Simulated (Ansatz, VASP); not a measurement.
One calculation of LiF, two programs

```xyz
2
Lattice="0.0000 2.1036 2.1036 2.1036 0.0000 2.1036 2.1036 2.1036 0.0000" Properties=species:S:1:pos:R:3 pbc="T T T"
Li    0.0000    0.0000    0.0000
F     2.1036    2.1036    2.1036
```

Change from the starting cell: hydrostatic strain +5.5%.

Alike in both runs: task single point; functional r2SCAN; k mesh 10 × 10 × 10; no spin polarisation.

|  | VASP | Ansatz |
| --- | --- | --- |
| version | VASP 6.6.1 | Ansatz 0.2.0 |
| potentials or method | VASP PAW PBE potentials, release 64 (Li_sv, F_h) | plane waves, PAW |
| plane-wave cutoff (eV) | 1490 | 500 |
| occupations | gaussian, width 0.01 eV | fixed |
| valence electrons in the cell | 10 | 10 |

```tsv
	VASP	Ansatz	Ansatz less VASP
gap on the k mesh at the Fermi level (eV)	9.08	8.94	-0.136
pressure (GPa)	-9.8	-8.8	+1.00
```

VASP's potentials were made for PBE, not for r2SCAN.
